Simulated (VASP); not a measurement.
Ga3Se: single point with PBEsol

Crystal: Ga3Se.

```
Ga Se
1.0
     4.43246    0.00000    0.00000
     0.00000    4.43246    0.00000
     0.00000    0.00000    4.43246
Ga Se
3 1
Direct
  0.00000 0.50000 0.50000
  0.50000 0.00000 0.50000
  0.50000 0.50000 0.00000
  0.00000 0.00000 0.00000
```

```
Program                : VASP 6.6.1
Task                   : single point
Functional             : PBEsol
Potentials or basis    : VASP PAW PBE potentials, release 64 (Ga_d, Se)
Cutoff                 : 520 eV
k mesh                 : 10 × 10 × 10
Occupations            : gaussian, width 0.05 eV
Spin                   : no spin polarisation
Dipole correction      : no
Further INCAR settings : ALGO = Normal; EDIFF = 1e-06; NBANDS = 30
```

* Pressure: -3.6 GPa
* Band gap on the k mesh: zero (an odd number of electrons rules out a gap without spin polarisation)

Levels at points of the mesh, in eV from the Fermi level:
```csv
k point,band 19,band 20,band 21,band 22,band 23,band 24,band 25,band 26
"(0.00, 0.00, 0.00)",-3.72,-3.72,-2.83,-2.83,1.62,1.62,1.62,4.40
"(0.50, 0.00, 0.00)",-2.78,-2.78,-2.15,-1.03,-0.26,-0.26,1.16,4.00
"(0.50, 0.50, 0.00)",-6.38,-2.14,-0.80,-0.69,-0.69,1.37,1.66,1.66
"(0.50, 0.50, 0.50)",-5.06,-4.87,-4.87,-4.87,-3.47,3.97,3.97,3.97
```

It took 2.2 min on 1 thread of Intel Xeon 8259CL, on a shared host, peak memory 0.28 GiB.

Caveat: the cell stands under tension; the PAW data sets were made with another functional, which shifts forces and pressure a little.
